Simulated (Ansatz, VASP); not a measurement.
**Zr: VASP beside Ansatz**

```
Zr
1.0
     3.24458    0.00000    0.00000
    -1.62229    2.80989    0.00000
     0.00000    0.00000    5.15736
Zr
2
Direct
  0.33333 0.66667 0.25000
  0.66667 0.33333 0.75000
```

Alike in both runs: task single point; functional r2SCAN; k mesh 11 × 11 × 6; occupations fermi-dirac, width 0.2 eV; no spin polarisation.

|  | VASP | Ansatz |
| --- | --- | --- |
| version | VASP 6.6.1 | Ansatz 0.2.0 |
| potentials or method | VASP PAW PBE potentials, release 64 (Zr_sv), cutoff 520 eV | plane waves (500 eV) with PAW, scalar-relativistic |
| valence electrons in the cell | 24 | 24 |

Ansatz gave:

```
pressure (GPa)                                                : 0.3
traceless stress, the component that is largest in VASP (GPa) : 0.34
```

Task: What did VASP give for the same quantities?

Result: Pressure (GPa): 0.3; traceless stress, the component that is largest in VASP (GPa): 0.33.

VASP's potentials were made for PBE, not for r2SCAN. With one functional, cell and mesh, what is left measures potentials, basis and numerics.
